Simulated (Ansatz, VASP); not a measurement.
## Two plane-wave programs on Ba2B

```xyz
6
Lattice="4.1057 2.3704 3.4768 -4.1057 2.3704 3.4768 0.0000 -4.7409 3.4768" Properties=species:S:1:pos:R:3 pbc="T T T"
Ba    0.0000    0.0000    0.0000
Ba    2.0459    0.0000    5.2153
Ba   -1.0230   -1.7718    5.2153
Ba   -1.0230    1.7718    5.2153
B     0.0000    0.0000    2.9383
B     0.0000    0.0000    7.4923
```

Alike in both runs: functional PBE; k mesh 6 × 6 × 6; occupations gaussian, width 0.1 eV; no spin polarisation.

Ansatz relaxed the structure, and its values are those at the end. VASP's run is a single point on that final structure, the one shown.

|  | VASP | Ansatz |
| --- | --- | --- |
| version | VASP 6.6.1 | Ansatz 0.2.0 |
| potentials or method | VASP PAW PBE potentials, release 64 (Ba_sv, B), cutoff 520 eV | scalar-relativistic, plane waves, PAW |
| valence electrons in the cell | 46 | 46 |

|  | VASP | Ansatz | Ansatz less VASP |
| --- | --- | --- | --- |
| gap on the k mesh at the Fermi level (eV) | none | none | - |
| pressure (GPa) | 0.7 | 0.0 | -0.72 |
| rms of the force components (eV/Å) | 0.020 | 0.000 | -0.0195 |

A gap of «none» marks a metal or a gap that the smearing closes. The functional is the same, so the differences come from potentials, cutoffs and numerics.

Spin-orbit coupling is off throughout.
